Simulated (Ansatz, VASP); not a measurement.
AgCl: VASP beside Ansatz

The input INCAR:

```
SYSTEM = AgCl
  PREC = Accurate
  ENCUT = 520
  EDIFF = 1E-6
  ISMEAR = 0
  SIGMA = 0.01
  LREAL = .False.
  LASPH = .True.
  NELM = 100
  ALGO = Normal
  ISIF = 2
  LWAVE = .False.
  LCHARG = .False.
  GGA = PE
  NBANDS = 16
```

The input KPOINTS:

```
Automatic mesh
0
Gamma
  6 6 6
  0 0 0
```

Contents of POSCAR:

```
AgCl
1.0
    0.0000000000      2.8603626284      2.8603626284
    2.8603626284      0.0000000000      2.8603626284
    2.8603626284      2.8603626284      0.0000000000
Ag Cl
1 1
Direct
    0.0000000000      0.0000000000      0.0000000000
    0.5000000000      0.5000000000      0.5000000000
```

Input for Ansatz:

```yaml
crystal:
  lattice:
    - [0.0, 2.8603626284, 2.8603626284]
    - [2.8603626284, 0.0, 2.8603626284]
    - [2.8603626284, 2.8603626284, 0.0]
  atoms:
    - { symbol: Ag, position: [0.0, 0.0, 0.0] }
    - { symbol: Cl, position: [0.5, 0.5, 0.5] }
kpoints:
  mp_grid: { grid: [6, 6, 6] }
hamiltonian:
  xc: pbe
scf:
  occupations: { method: fixed }
  n_extra_bands: 4
output:
  forces: true
  stress: true
  eigenvalues: true
```

Alike in both runs: task single point; functional PBE; k mesh 6 × 6 × 6; no spin polarisation.

```csv
,VASP,Ansatz
version,VASP 6.6.1,Ansatz 0.2.0
potentials or method,"VASP PAW PBE potentials, release 64 (Ag, Cl)","plane waves, PAW"
plane-wave cutoff (eV),520,420
occupations,"gaussian, width 0.01 eV",fixed
valence electrons in the cell,18,26
```

|  | VASP | Ansatz | Ansatz less VASP |
| --- | --- | --- | --- |
| gap on the k mesh at the Fermi level (eV) | 0.95 | 0.95 | +0.003 |
| pressure (GPa) | -2.2 | -2.1 | +0.11 |

VASP's potentials hold 18 valence electrons a cell and Ansatz's 26, so a difference there can come from the potentials and not from the codes.
